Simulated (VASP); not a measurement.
# H10CO5: single point with PBE+D3(BJ)

The system is H10CO5.

```
CELL_PARAMETERS angstrom
5.65665 0.00000 0.00000
0.00000 5.65665 0.00000
0.00000 0.00000 5.65665
ATOMIC_POSITIONS crystal
O 0.50813 0.83682 0.07830
O 0.54249 0.28022 0.82911
O 0.94484 0.57661 0.82584
O 0.02641 0.03480 0.97688
O 0.22478 0.05716 0.52860
H 0.54900 0.67674 0.02033
H 0.56624 0.95767 0.95932
H 0.46773 0.26553 0.67319
H 0.70515 0.34998 0.80914
H 0.98706 0.73945 0.81136
H 0.06196 0.50852 0.92588
H 0.17249 0.05971 0.07237
H 0.92789 0.99281 0.11668
H 0.54873 0.88552 0.54387
H 0.27645 0.71358 0.47198
C 0.35982 0.88623 0.51665
```

```yaml
Program: VASP 6.6.1
Task: single point
Functional: PBE
Dispersion: D3(BJ)
Potentials_or_basis: VASP PAW PBE potentials, release 64 (O_h, H_h, C_h)
Cutoff: 1000 eV
k_mesh: 1 × 1 × 1
Occupations: fermi-dirac, width 0.05 eV
Spin: no spin polarisation
```

```json
{
  "Pressure": "-1.3 GPa",
  "Largest force": "2.551 eV/Å",
  "Dispersion energy per atom": "-0.035 eV"
}
```

Forces in eV/Å, atoms in the order of the input:
```
O    0.458 -0.036 -0.704
O    0.999  0.283 -0.035
O   -0.967 -0.878 -0.736
O    0.201  0.233  2.487
O    1.331 -0.436 -0.243
H    0.013  0.780  0.061
H   -0.449 -0.644  0.751
H    0.003  0.114  0.306
H   -1.013 -0.273 -0.118
H    0.217  1.104  0.187
H    0.667 -0.430  0.417
H   -0.280 -0.131 -1.171
H   -0.066  0.142 -1.005
H    1.036  0.416  0.248
H    0.328 -0.253  0.167
C   -2.476  0.009 -0.612
```

Stress tensor (GPa, compression positive):
```
-0.76 -0.10  0.41
-0.10 -1.37  0.44
 0.41  0.44 -1.64
```

Levels at points of the mesh, in eV from the Fermi level:
```csv
k point,band 18,band 19,band 20,band 21,band 22,band 23,band 24,band 25,band 26,band 27
"(0.00, 0.00, 0.00)",-2.18,-2.12,-1.90,-1.52,-1.23,2.89,3.43,6.90,7.10,7.48
```

Run time: 53 s on 1 thread of Intel(R) Xeon(R) Platinum 8259CL CPU @ 2.50GHz (Skylake/Cascade Lake) (shared host), peak memory 0.44 GiB.

Caveat: the k points lie up to 1.11 Å⁻¹ apart, too coarse for converged energies, forces and pressures.
